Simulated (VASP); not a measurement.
Input of a VASP 6.6.1 run:

File POSCAR:

```
SiAu3
1.0
    0.0000000000      3.2413267455      3.2413267455
    3.2413267455      0.0000000000      3.2413267455
    3.2413267455      3.2413267455      0.0000000000
Si Au
1 3
Direct
    0.0000000000      0.0000000000      0.0000000000
    0.2500000000      0.2500000000      0.2500000000
    0.7500000000      0.7500000000      0.7500000000
    0.5000000000      0.5000000000      0.5000000000
```

Contents of INCAR.step1:

```
SYSTEM = SiAu3
PREC     = Accurate       ! precision mode
ENCUT    = 520            ! plane-wave cutoff, eV
ISMEAR   = 1              ! smearing method
SIGMA    = 0.2            ! smearing width, eV
LREAL    = .FALSE.        ! projectors in reciprocal space
LASPH    = .TRUE.         ! aspherical terms in the spheres
NELM     = 60             ! most SCF steps
NBANDS   = 26             ! bands
GGA      = PE             ! functional
ALGO     = Normal         ! electronic algorithm
EDIFF    = 1E-4           ! SCF threshold, eV
LWAVE    = .TRUE.         ! write WAVECAR
LCHARG   = .FALSE.        ! write CHGCAR
```

File INCAR.step2:

```
SYSTEM = SiAu3
PREC     = Accurate       ! precision mode
ENCUT    = 520            ! plane-wave cutoff, eV
EDIFF    = 1E-6           ! SCF threshold, eV
ISMEAR   = 1              ! smearing method
SIGMA    = 0.2            ! smearing width, eV
LREAL    = .FALSE.        ! projectors in reciprocal space
LASPH    = .TRUE.         ! aspherical terms in the spheres
NELM     = 60             ! most SCF steps
ALGO     = Normal         ! electronic algorithm
ISIF     = 2              ! what is computed and relaxed
LWAVE    = .FALSE.        ! write WAVECAR
LCHARG   = .FALSE.        ! write CHGCAR
METAGGA  = R2SCAN         ! meta-GGA
LMIXTAU  = .TRUE.       
NBANDS   = 26             ! bands
ISTART   = 1
```

Contents of KPOINTS:

```
Automatic mesh
0
G
  6 6 6
  0 0 0
```

Potentials or basis: VASP PAW PBE potentials, release 64 (Si, Au).

Launch:

```bash
$ cat potpaw_PBE.64/Si/POTCAR potpaw_PBE.64/Au/POTCAR > POTCAR
$ cp INCAR.step1 INCAR
$ mpirun -np 1 vasp_std > vasp.out
$ cp INCAR.step2 INCAR
$ mpirun -np 1 vasp_std > vasp.out
```

(1) What does it give for the pressure?

(2) Estimate the band gap on the k mesh.

Results:

(1) 1.6 GPa.

(2) zero (an odd number of electrons rules out a gap without spin polarisation).

Caveat: the PAW data sets were made with another functional, which shifts forces and pressure a little; spin-orbit coupling is left out, which moves the levels of the heavy elements.
